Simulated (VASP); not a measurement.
Set up this calculation in VASP 6.6.1, as the native input.

```
Task                   : single point
Functional             : LDA
Potentials or basis    : VASP PAW LDA potentials, release 64 (Cd)
Cutoff                 : 520 eV
k mesh                 : 13 × 13 × 4
Occupations            : fermi-dirac, width 0.1 eV
Spin                   : no spin polarisation
Dipole correction      : no
Further INCAR settings : ALGO = Normal; EDIFF = 1e-06; NBANDS = 32
```

The structure of Cd lies in POSCAR:

```
Cd
1.0
    3.0679107525      0.0000000000      0.0000000000
   -1.5339553762      2.6568886482      0.0000000000
    0.0000000000      0.0000000000      9.7487876196
Cd
4
Direct
    1.0000000000      0.0000000000      1.0000000000
    1.0000000000      1.0000000000      0.5000000000
    0.3333333333      0.6666666667      0.2500000000
    0.6666666667      0.3333333333      0.7500000000
```

These files were run (other wordings do the same):

INCAR

```
  ALGO = Normal
  EDIFF = 1E-6
  ENCUT = 520
  ISIF = 2
  ISMEAR = -1
  LASPH = T
  LCHARG = F
  LREAL = F
  LWAVE = F
  NBANDS = 32
  NELM = 60
  PREC = Accurate
  SIGMA = 0.1
```

KPOINTS

```
k-points
0
Gamma
  13 13 4
```

Potentials or basis: VASP PAW LDA potentials, release 64 (Cd).

Run with:

```sh
$ cat potpaw_LDA.64/Cd/POTCAR > POTCAR
$ mpirun -np 1 vasp_std > vasp.out
```

It gave:

| Quantity | Value |
| --- | --- |
| Pressure | 0.8 GPa |
| Band gap on the k mesh | zero (bands 24 and 25 overlap by 2.74 eV) |

Run time: 3 min on 1 thread of Intel Xeon 8259CL, with other jobs on the host, peak memory 0.24 GiB.
